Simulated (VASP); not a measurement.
Write the native input for VASP 6.6.1 that does the following.

```
Task                   : relaxation of cell and atoms
Functional             : PBE
Potentials or basis    : VASP PAW PBE potentials, release 64 (Ta_pv, N)
Cutoff                 : 600 eV
k mesh                 : 16 × 16 × 16
Occupations            : fermi-dirac, width 0.08 eV
Spin                   : no spin polarisation
Target pressure        : 210 GPa
Dipole correction      : no
Further INCAR settings : ALGO = Normal; EDIFF = 1e-06; IBRION = 2; EDIFFG = -0.005; NSW = 60; ISIF = 3
```

The structure of TaN (zincblende type) lies in POSCAR:

```
TaN
1.0
    0.0000000000      2.0508369524      2.0508369524
    2.0508369524      0.0000000000      2.0508369524
    2.0508369524      2.0508369524      0.0000000000
Ta N
1 1
Direct
    0.0000000000      0.0000000000      0.0000000000
    0.2500000000      0.2500000000      0.2500000000
```

These files were run (other wordings do the same):

INCAR

```
PREC = Accurate ; ENCUT = 600
EDIFF = 1E-6 ; ISMEAR = -1
SIGMA = 0.08 ; LREAL = False
LASPH = True ; NELM = 60
ALGO = Normal ; ISIF = 3
LWAVE = False ; LCHARG = False
GGA = PE ; IBRION = 2
NSW = 60 ; EDIFFG = -0.005
PSTRESS = 2100.0
```

KPOINTS

```
Automatic mesh
0
Gamma
  16 16 16
```

Potentials or basis: VASP PAW PBE potentials, release 64 (Ta_pv, N).

Command:

```sh
$ cat potpaw_PBE.64/Ta_pv/POTCAR potpaw_PBE.64/N/POTCAR > POTCAR
$ mpirun -np 1 vasp_std > vasp.out
```

It gave:

```json
{
 "Relaxed volume": "9.18 Å³/atom",
 "Relaxed cell": "a = 2.961 Å, b = 2.961 Å, c = 2.961 Å, α = 60.00°, β = 60.00°, γ = 60.00°",
 "Space group after relaxing (to 0.1 Å)": "F-43m (No. 216)",
 "Energy change on relaxing (the run minimises the enthalpy)": "-841.4 meV/atom",
 "Ionic steps": "18",
 "Pressure after relaxing": "209.9 GPa",
 "Band gap on the k mesh": "zero (bands 8 and 9 overlap by 1.23 eV)"
}
```

Caveat: the cell is relaxed towards a set pressure, so the run minimises the enthalpy, not the energy; spin-orbit coupling is left out, which moves the levels of the heavy elements.

It took 120 s on 1 thread of Intel Xeon 8259CL (shared host), peak memory 0.18 GiB.
